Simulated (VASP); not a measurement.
**Ti: single point with PBEsol**

The system is Ti.

```
Ti
1.0
    -1.63551    1.63551    1.63551
     1.63551   -1.63551    1.63551
     1.63551    1.63551   -1.63551
Ti
1
Direct
  0.00000 0.00000 0.00000
```

This cell differs from its parent crystal: volume scaled by 0.99.

```
Program             : VASP 6.6.1
Task                : single point
Functional          : PBEsol
Potentials or basis : VASP PAW PBE potentials, release 64 (Ti_sv)
Cutoff              : 520 eV
k mesh              : 17 × 17 × 17
Occupations         : fermi-dirac, width 0.08 eV
Spin                : no spin polarisation
```

```json
{
  "Pressure": "-5.8 GPa",
  "Band gap on the k mesh": "zero (band 6 reaches 8.86 eV, above the bottom of band 7 at 7.24 eV)"
}
```

Levels at points of the mesh, in eV from the Fermi level:
| k point | band 3 | band 4 | band 5 | band 6 | band 7 | band 8 | band 9 | band 10 |
| --- | --- | --- | --- | --- | --- | --- | --- | --- |
| (0.00, 0.00, 0.00) | -32.27 | -32.27 | -5.94 | 0.98 | 0.98 | 0.98 | 2.73 | 2.73 |

Wall time 12 s on 1 thread of Intel(R) Xeon(R) 6975P-C (Granite Rapids), on a shared host, peak memory 0.15 GiB.

Caveat: the PAW data sets were made with another functional, which shifts forces and pressure a little.
